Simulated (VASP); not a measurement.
## WC: single point with PBEsol

The system is WC.

```
W C
1.0
     0.00000    2.20720    2.20720
     2.20720    0.00000    2.20720
     2.20720    2.20720    0.00000
W C
1 1
Direct
  0.00000 0.00000 0.00000
  0.50000 0.50000 0.50000
```

- Program: VASP 6.6.1
- Task: single point
- Functional: PBEsol
- Potentials or basis: VASP PAW PBE potentials, release 64 (W_sv, C)
- Cutoff: 520 eV
- k mesh: 11 × 11 × 11
- Occupations: fermi-dirac, width 0.15 eV
- Spin: no spin polarisation

The pressure is -15.3 GPa. The band gap on the k mesh is zero (band 9 reaches 12.85 eV, above the bottom of band 10 at 9.87 eV).

Levels at points of the mesh, in eV from the Fermi level:
```tsv
k point	band 7	band 8	band 9	band 10	band 11	band 12
(0.00, 0.00, 0.00)	-2.67	-2.67	-0.97	-0.97	-0.97	-0.94
```

It took 14 s on 1 thread of Intel(R) Xeon(R) Platinum 8559C (Emerald Rapids), with other jobs on the host, peak memory 0.15 GiB.

Caveat: the PAW data sets were made with another functional, which shifts forces and pressure a little; spin-orbit coupling is left out, which moves the levels of the heavy elements.
